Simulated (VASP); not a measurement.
# MgZr2N (P-3m1) in VASP: notebook, part 2 of 2

VASP 6.6.1.

## (4) Relaxation of cell and atoms, PBE

INCAR

```
PREC = Accurate
ENCUT = 600
EDIFF = 1E-6
ISMEAR = 0
SIGMA = 0.1
LREAL = False
LASPH = True
NELM = 80
ALGO = Normal
ISIF = 3
LWAVE = False
LCHARG = False
GGA = PE
IBRION = 2
NSW = 90
EDIFFG = -0.04
```

KPOINTS

```
Automatic mesh
0
Gamma
  6 6 4
```

POSCAR

```
MgZr2N
1.0
    3.3670610100      0.0000000000      0.0000000000
   -1.6835305100      2.9159603700      0.0000000000
    0.0000000000      0.0000000000      5.6989272700
Mg Zr N
1 2 1
Direct
    0.0000000000      0.0000000000      0.5000000000
    0.3333333300      0.6666666700      0.2321215300
    0.6666666700      0.3333333300      0.7678784700
    0.0000000000      0.0000000000      0.0000000000
```

Potentials or basis: VASP PAW PBE potentials, release 64 (Mg, Zr_sv, N).

On the command line:

```sh
$ cat potpaw_PBE.64/Mg/POTCAR potpaw_PBE.64/Zr_sv/POTCAR potpaw_PBE.64/N/POTCAR > POTCAR
$ mpirun -np 1 vasp_std > vasp.out
```

OUTCAR:

```text
PREC = Accurate
   ENCUT = 600
   EDIFF = 1E-6
   ISMEAR = 0
   LREAL = False
   LASPH = True
   NELM = 80
   ISIF = 3
   GGA = PE
   IBRION = 2
   NSW = 90
   EDIFFG = -0.04

 ion  position               nearest neighbor table
   1  0.000  0.000  0.500-   2 2.47   3 2.47   3 2.47   2 2.47   3 2.47   2 2.47
   2  0.333  0.667  0.232-   4 2.35   4 2.35   4 2.35   1 2.47   1 2.47   1 2.47   3 3.28   3 3.28
                             3 3.28   3 3.62   3 3.62   3 3.62
   3  0.667  0.333  0.768-   4 2.35   4 2.35   4 2.35   1 2.47   1 2.47   1 2.47   2 3.28   2 3.28
                             2 3.28   2 3.62   2 3.62   2 3.62
   4  0.000  0.000  0.000-   2 2.35   3 2.35   3 2.35   2 2.35   3 2.35   2 2.35

  LATTYP: Found a hexagonal cell.
 ALAT       =     3.3670610100
 C/A-ratio  =     1.6925524227

  Lattice vectors:

 A1 = (   3.3670610100,   0.0000000000,   0.0000000000)
 A2 = (  -1.6835305100,   2.9159603700,   0.0000000000)
 A3 = (   0.0000000000,   0.0000000000,   5.6989272700)

Analysis of symmetry for initial positions (statically):
=====================================================================
 Subroutine PRICEL returns:
 Original cell was already a primitive cell.

 Routine SETGRP: Setting up the symmetry group for a
 hexagonal supercell.

 Subroutine GETGRP returns: Found 12 space group operations
 (whereof 12 operations were pure point group operations)
 out of a pool of 24 trial point group operations.

The static configuration has the point symmetry D_3d.

Analysis of symmetry for dynamics (positions and initial velocities):
=====================================================================
 Subroutine PRICEL returns:
 Original cell was already a primitive cell.

 Routine SETGRP: Setting up the symmetry group for a
 hexagonal supercell.

 Subroutine GETGRP returns: Found 12 space group operations
 (whereof 12 operations were pure point group operations)
 out of a pool of 24 trial point group operations.

The dynamic configuration has the point symmetry D_3d.

 Subroutine INISYM returns: Found 12 space group operations
 (whereof 12 operations are pure point group operations),
 and found     1 'primitive' translations

----------------------------------------------------------------------------------------

                                     Primitive cell

  volume of cell :      55.9533

  direct lattice vectors                    reciprocal lattice vectors
     3.367061010  0.000000000  0.000000000     0.296994915  0.171470095  0.000000000
    -1.683530510  2.915960370  0.000000000     0.000000000  0.342940189  0.000000000
     0.000000000  0.000000000  5.698927270     0.000000000  0.000000000  0.175471620

  length of vectors
     3.367061010  3.367061012  5.698927270     0.342940189  0.342940189  0.175471620

  position of ions in fractional coordinates (direct lattice)
     0.000000000  0.000000000  0.500000000
     0.333333330  0.666666670  0.232121530
     0.666666670  0.333333330  0.767878470
     0.000000000  0.000000000  0.000000000

  ion indices of the primitive-cell ions
   primitive index   ion index
                 1           1
                 2           2
                 3           3
                 4           4

----------------------------------------------------------------------------------------

 KPOINTS: Automatic mesh

Automatic generation of k-mesh.
 Grid dimensions read from file:
 generate k-points for:    6    6    4

 Generating k-lattice:

  Cartesian coordinates                     Fractional coordinates (reciprocal lattice)
     0.049499153  0.028578349  0.000000000     0.166666667 -0.000000000  0.000000000
     0.000000000  0.057156698  0.000000000     0.000000000  0.166666667  0.000000000
     0.000000000  0.000000000  0.043867905     0.000000000  0.000000000  0.250000000

  Length of vectors
     0.057156698  0.057156698  0.043867905

  Shift w.r.t. Gamma in fractional coordinates (k-lattice)
     0.000000000  0.000000000  0.000000000

 Subroutine IBZKPT returns following result:
 ===========================================

 Found     24 irreducible k-points:

 Following reciprocal coordinates:
            Coordinates               Weight
  0.000000  0.000000  0.000000      1.000000
  0.166667  0.000000  0.000000      6.000000
  0.333333 -0.000000  0.000000      6.000000
  0.500000  0.000000  0.000000      3.000000
  0.166667  0.166667  0.000000      6.000000
  0.333333  0.166667  0.000000     12.000000
[... 16 lines left out ...]
  0.333333  0.166667  0.500000     12.000000
  0.333333  0.333333  0.500000      2.000000
   k-points           NKPTS =     24   k-points in BZ     NKDIM =     24   number of bands    NBANDS=     19
   number of dos      NEDOS =    301   number of ions     NIONS =      4
   total plane-waves  NPLWV =  37632
   dimension x,y,z NGX =    28 NGY =   28 NGZ =   48
   dimension x,y,z NGXF=    56 NGYF=   56 NGZF=   96
   ions per type =               1   2   1
   NGX,Y,Z   is equivalent  to a cutoff of  13.82, 13.82, 14.00 a.u.
   NGXF,Y,Z  is equivalent  to a cutoff of  27.65, 27.65, 28.00 a.u.
 SYSTEM =  unknown system
   PREC   = accura    normal or accurate (medium, high low for compatibility)
   ISTART =      0    job   : 0-new  1-cont  2-samecut
   ICHARG =      2    charge: 1-file 2-atom 10-const
   ISPIN  =      1    spin polarized calculation?
   LNONCOLLINEAR =      F non collinear calculations
   LSORBIT =      F    spin-orbit coupling
   LASPH  =      T    aspherical Exc in radial PAW
   ENCUT  =  600.0 eV  44.10 Ry    6.64 a.u.   6.72  6.72 11.38*2*pi/ulx,y,z
   NELM   =     80;   NELMIN=  2; NELMDL= -5     # of ELM steps
   EDIFF  = 0.1E-05   stopping-criterion for ELM
   LREAL  =      F    real-space projection
   EDIFFG = -.4E-01   stopping-criterion for IOM
   NSW    =     90    number of steps for IOM
   IBRION =      2    ionic relax: 0-MD 1-quasi-New 2-CG
   NFREE  =      1    steps in history (QN), initial steepest desc. (CG)
   ISIF   =      3    stress and relaxation
   ISYM   =      2    0-nonsym 1-usesym 2-fastsym
   POTIM  = 0.5000    time-step for ionic-motion
   TEBEG  =    0.0;   TEEND  =   0.0 temperature during run
   PSTRESS=    0.0 pullay stress
   NELECT =      31.0000    total number of electrons
   NUPDOWN=      -1.0000    fix difference up-down
   EMIN   =  10.00;   EMAX   =-10.00  energy-range for DOS
   EFERMI =   0.00;   METHOD = LEGACY
   ISMEAR =     0;   SIGMA  =   0.10  broadening in eV -4-tet -1-fermi 0-gaus
   EFERMI_NEDOS =   21; number of points for ismear=-14 and -15
   IALGO  =     38    algorithm
   IMIX   =      4    mixing-type and parameters
     AMIX     =   0.40;   BMIX     =  1.00
     AMIX_MAG =   1.60;   BMIX_MAG =  1.00
  volume/ion in A,a.u.               =      13.99        94.40
  Fermi-wavevector in a.u.,A,eV,Ry     =   1.344581  2.540889 24.597930  1.807897
  Thomas-Fermi vector in A             =   2.472563
   LORBIT       =      0    0 simple, 1 ext, 2 COOP (PROOUT), +10 PAW based schemes
   GGA     = PE    functional components
   LHFCALC =     F    Hartree Fock is set to
   AEXX    =    0.0000 exact exchange contribution
   IVDW    =     0    specifies the selected vdW correction
   LEPSILON=     F    determine dielectric tensor
   LRPA    =     F    only Hartree local field effects (RPA)
 conjugate gradient relaxation of ions
 non-spin polarized calculation
 Gauss-broadening in eV      SIGMA  =   0.10
  energy-cutoff  :      600.00
  volume of cell :       55.95
 maximum number of plane-waves:      1884
 NGX is ok and might be reduce to    28
   NGX = 13   NGY = 13   NGZ = 23

--------------------------------------- Ionic step        1  -------------------------------------------

 number of electron      30.9999999 magnetization

 Free energy of the ion-electron system (eV)
  ---------------------------------------------------
  ext. energy  EPLUGINS =         0.00000000
  ---------------------------------------------------
  free energy    TOTEN  =       -26.01433499 eV

  energy without entropy =      -26.00690647  energy(sigma->0) =      -26.01062073

 E-fermi :  10.5129     XC(G=0): -11.8898

 val. band max:       10.4735358672   @ k =   0.1667   0.0000   0.5000
 cond. band min:      10.5221238355   @ k =   0.1667   0.0000   0.0000
 fundamental gap:      0.0485879683
 Fermi energy:        10.5129049246

 k-point     1 :       0.0000    0.0000    0.0000
  band No.  band energies     occupation
      1     -38.6027      2.00000
      2     -38.5253      2.00000
      3     -17.1623      2.00000
      4     -16.4966      2.00000
      5     -16.4966      2.00000
      6     -16.4683      2.00000
[... 624 lines left out ...]
  FREE ENERGIE OF THE ION-ELECTRON SYSTEM (eV)
  ---------------------------------------------------
  free  energy   TOTEN  =       -28.4829007471 eV

  energy  without entropy=      -28.4675812553  energy(sigma->0) =      -28.47524100

[... ionic steps 4 to 15 ...]

--------------------------------------- Ionic step       16  -------------------------------------------

 number of electron      30.9999996 magnetization

------------------------ aborting loop because EDIFF is reached ----------------------------------------
[... 71 lines left out ...]
--------------------------------------- Ionic step       18  -------------------------------------------

 number of electron      30.9999996 magnetization

 Free energy of the ion-electron system (eV)
  ---------------------------------------------------
  ext. energy  EPLUGINS =         0.00000000
  ---------------------------------------------------
  free energy    TOTEN  =       -30.28578542 eV

  energy without entropy =      -30.26749326  energy(sigma->0) =      -30.27663934

 E-fermi :   7.6244     XC(G=0): -10.6519

 val. band max:        7.5891145041   @ k =   0.3333   0.1667   0.0000
 cond. band min:       7.6432464114   @ k =   0.5000   0.0000   0.5000
 fundamental gap:      0.0541319073
 Fermi energy:         7.6243646696

 k-point     1 :       0.0000    0.0000    0.0000
  band No.  band energies     occupation
      1     -41.4823      2.00000
      2     -41.3710      2.00000
      3     -20.0672      2.00000
      4     -19.2986      2.00000
      5     -19.1849      2.00000
      6     -19.1849      2.00000
[... 548 lines left out ...]
  FREE ENERGIE OF THE ION-ELECTRON SYSTEM (eV)
  ---------------------------------------------------
  free  energy   TOTEN  =       -30.2857854234 eV

  energy  without entropy=      -30.2674932630  energy(sigma->0) =      -30.27663934

 reached required accuracy - stopping structural energy minimisation
```

Run time: 11 min. Hardware: 1 thread of Intel Xeon 8259CL, shared host; peak memory 0.22 GiB.

What came out:

```yaml
Free_energy: -30.2858 eV
Relaxed_volume: 17.87 Å³/atom
Relaxed_cell: a = 3.267 Å, b = 3.267 Å, c = 7.732 Å, α = 90.00°, β = 90.00°, γ = 120.00°
Space_group_after_relaxing_to_0.1_Å: P-3m1 (No. 164)
Energy_gained_by_relaxing: 1067.9 meV/atom
Ionic_steps: 18
Pressure_after_relaxing: 0.0 GPa
Largest_force_after_relaxing: 0.003 eV/Å
Band_gap_on_the_k_mesh: zero (an odd number of electrons rules out a gap without spin polarisation)
```

Forces in eV/Å, atoms in the order of the input:
```
Mg   0.000  0.000  0.000
Zr   0.000  0.000  0.003
Zr   0.000  0.000 -0.003
N    0.000  0.000  0.000
```

Step by step:
```tsv
step	energy change (eV)	largest force (eV/Å)	pressure (GPa)	volume (Å³)
1	0.0000	6.3185	27.82	55.95
2	-2.3862	1.8631	-13.09	78.00
3	-2.4686	2.1731	-9.22	72.92
4	-3.3658	0.5445	6.07	67.40
5	-3.3694	0.8108	7.48	67.06
6	-3.9305	1.9583	9.09	69.17
7	-3.9309	2.5758	10.76	69.96
8	-3.8081	0.4123	-11.59	82.09
9	-4.1659	0.8591	-1.15	75.11
10	-4.1670	0.9578	-0.49	74.76
11	-4.2258	0.6300	-0.33	73.61
12	-4.2548	0.1327	0.22	71.84
13	-4.2554	0.1916	0.14	72.05
14	-4.2648	0.0702	-0.53	72.12
15	-4.2633	0.2656	-1.94	72.27
16	-4.2683	0.0689	-1.16	72.19
17	-4.2712	0.0237	0.31	71.29
18	-4.2715	0.0034	-0.03	71.48
```

Final structure:
```
CELL_PARAMETERS angstrom
3.26724 0.00000 0.00000
-1.63362 2.82951 0.00000
0.00000 0.00000 7.73246
ATOMIC_POSITIONS crystal
Mg 0.00000 0.00000 0.50000
Zr 0.33333 0.66667 0.16056
Zr 0.66667 0.33333 0.83944
N 0.00000 0.00000 0.00000
```

Caveat: the volume moved by over 15 % at a fixed basis, so the end points are rough.

## (5) Overview

```tsv
task	cell	cutoff (eV)	gap on the mesh (eV)	pressure (GPa)	largest force (eV/Å)
single point	a = 3.367, b = 3.367, c = 5.699 Å, angles 90.0, 90.0, 120.0°, 4 atoms, atomic positions A	520	none	27.8	6.32
single point	a = 3.258, b = 3.258, c = 7.822 Å, angles 90.0, 90.0, 120.0°, 4 atoms, atomic positions B	520	none	0.2	0.05
relaxation of cell and atoms	relaxed from a = 3.367, b = 3.367, c = 5.699 Å, angles 90.0, 90.0, 120.0°, 4 atoms, atomic positions A	600	none	0.0	-
```

Alike in all rows: level PBE; potentials or basis VASP PAW PBE potentials, release 64 (Mg, Zr_sv, N); no spin polarisation; k mesh 6 × 6 × 4; smearing gaussian 0.1 eV.

Caveats: some runs use coarse meshes; the stress differs along the axes, from 26 to 31 GPa (at least some runs); forces of over 1 eV/Å act on the atoms, so gaps and moduli don't describe the material at rest (at least some runs); the volume moved by over 15 % at a fixed basis, so the end points are rough (at least some runs).

Total energies depend on the potentials used, so only differences within one code and one set of settings carry meaning.

The gap in the log of VASP goes by the Fermi energy; the results here count the filled bands.